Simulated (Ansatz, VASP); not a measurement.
Two plane-wave programs on Ba2PdPtC6N6

```
Ba Pd Pt C N
1.0
     0.00000    5.58302    5.58302
     5.58302    0.00000    5.58302
     5.58302    5.58302    0.00000
Ba Pd Pt C N
2 1 1 6 6
Direct
  0.25000 0.25000 0.25000
  0.75000 0.75000 0.75000
  0.00000 0.00000 0.00000
  0.50000 0.50000 0.50000
  0.80297 0.19703 0.19703
  0.19703 0.80297 0.19703
  0.19703 0.19703 0.80297
  0.19703 0.80297 0.80297
  0.80297 0.19703 0.80297
  0.80297 0.80297 0.19703
  0.69716 0.30284 0.30284
  0.30284 0.69716 0.30284
  0.30284 0.30284 0.69716
  0.30284 0.69716 0.69716
  0.69716 0.30284 0.69716
  0.69716 0.69716 0.30284
```

Alike in both runs: functional PBE; k mesh 4 × 4 × 4; occupations gaussian, width 0.1 eV; no spin polarisation.

Ansatz relaxed the structure, and its values are those at the end. VASP's run is a single point on that final structure, the one shown.

|  | VASP | Ansatz |
| --- | --- | --- |
| version | VASP 6.6.1 | Ansatz 0.2.0 |
| potentials or method | VASP PAW PBE potentials, release 64 (Ba_sv, Pd_sv_GW, Pt_sv_GW, C, N), cutoff 600 eV | scalar-relativistic, plane waves, PAW |
| valence electrons in the cell | 110 | 110 |

|  | VASP | Ansatz | Ansatz less VASP |
| --- | --- | --- | --- |
| gap on the k mesh at the Fermi level (eV) | none | none | - |
| pressure (GPa) | 0.4 | 0.3 | -0.09 |
| rms of the force components (eV/Å) | 0.161 | 0.002 | -0.1591 |

A gap of «none» marks a metal or a gap that the smearing closes. One of these differences is far larger than is usual between the two programs; its cause wasn't traced. With one functional, cell and mesh, what is left measures potentials, basis and numerics.

Neither program's run includes spin-orbit coupling. Noted on VASP's run: the standard files for N, O and F lose accuracy on very short bonds.
